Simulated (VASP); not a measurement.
**MgO: single point with LDA**

The system is MgO.

```xyz
4
Lattice="3.4511 0.0000 0.0000 -1.7255 2.9887 0.0000 0.0000 0.0000 4.1376" Properties=species:S:1:pos:R:3 pbc="T T T"
Mg    1.7255    0.9962    3.1032
Mg    0.0000    1.9925    1.0344
O     1.7255    0.9962    1.0344
O     0.0000    1.9925    3.1032
```

- Program: VASP 6.6.1
- Task: single point
- Functional: LDA
- Potentials or basis: VASP PAW LDA potentials, release 64 (Mg_sv, O)
- Cutoff: 840 eV
- k mesh: 6 × 6 × 4
- Occupations: gaussian, width 0.01 eV
- Spin: no spin polarisation
- Dipole correction: no
- Further INCAR settings: ALGO = Normal; EDIFF = 1e-06; NBANDS = 24

| Property | Result |
| --- | --- |
| Pressure | 0.6 GPa |
| Band gap on the k mesh | 3.49 eV |

Levels at points of the mesh, in eV from the valence-band top:
| k point | band 14 | band 15 | band 16 | band 17 | band 18 | band 19 |
| --- | --- | --- | --- | --- | --- | --- |
| (0.00, 0.00, 0.00) | -0.86 | -0.86 | 0.00 | 3.49 | 9.50 | 12.30 |
| (0.50, 0.00, 0.00) | -2.04 | -1.37 | -0.54 | 6.91 | 9.24 | 9.75 |
| (0.00, 0.00, 0.50) | -1.36 | -1.36 | -1.36 | 6.51 | 6.51 | 12.83 |
| (0.50, 0.00, 0.50) | -1.61 | -0.88 | -0.88 | 7.26 | 7.26 | 12.12 |

Wall time 18 s on 1 thread of AMD EPYC 9R45 96-Core Processor (Zen 5), with other jobs on the host, peak memory 0.16 GiB.
